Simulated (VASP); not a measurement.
Write the native input for VASP 6.6.1 that does the following.

* Task: single point
* Functional: PBE
* Potentials or basis: VASP PAW PBE potentials, release 64 (Cd, S)
* Cutoff: 520 eV
* k mesh: 10 × 10 × 10
* Occupations: gaussian, width 0.05 eV
* Spin: no spin polarisation
* Dipole correction: no
* Further INCAR settings: ALGO = Normal; EDIFF = 1e-07; NBANDS = 16

The structure of CdS lies in POSCAR:

```
CdS
1.0
    0.0000000000      3.1612690159      2.4657898324
    3.1612690159      0.0000000000      2.4657898324
    3.1612690159      3.1612690159      0.0000000000
Cd S
1 1
Direct
    0.0000000000      0.0000000000      0.0000000000
    0.7500000000      0.7500000000      0.7500000000
```

This cell differs from its parent crystal: ratio of the length along z to the lengths across it x 0.78, volume and fractional coordinates fixed.

One way to write it, as run:

INCAR

```
SYSTEM = CdS
PREC = Accurate
ENCUT = 520
EDIFF = 1E-7
ISMEAR = 0
SIGMA = 0.05
LREAL = .False.
LASPH = .True.
NELM = 60
ALGO = Normal
ISIF = 2
LWAVE = .False.
LCHARG = .True.
GGA = PE
LELF = .True.
LVHAR = .True.
NBANDS = 16
```

KPOINTS

```
Automatic mesh
0
Gamma
  10 10 10
  0 0 0
```

Potentials or basis: VASP PAW PBE potentials, release 64 (Cd, S).

Command:

```console
$ cat potpaw_PBE.64/Cd/POTCAR potpaw_PBE.64/S/POTCAR > POTCAR
$ mpirun -np 1 vasp_std > vasp.out
```

It gave:

The pressure is 1.8 GPa. The band gap on the k mesh is 0.79 eV, direct.

Run time: 35 s on 1 thread of Intel(R) Xeon(R) 6975P-C (Granite Rapids) (shared host), peak memory 0.22 GiB.
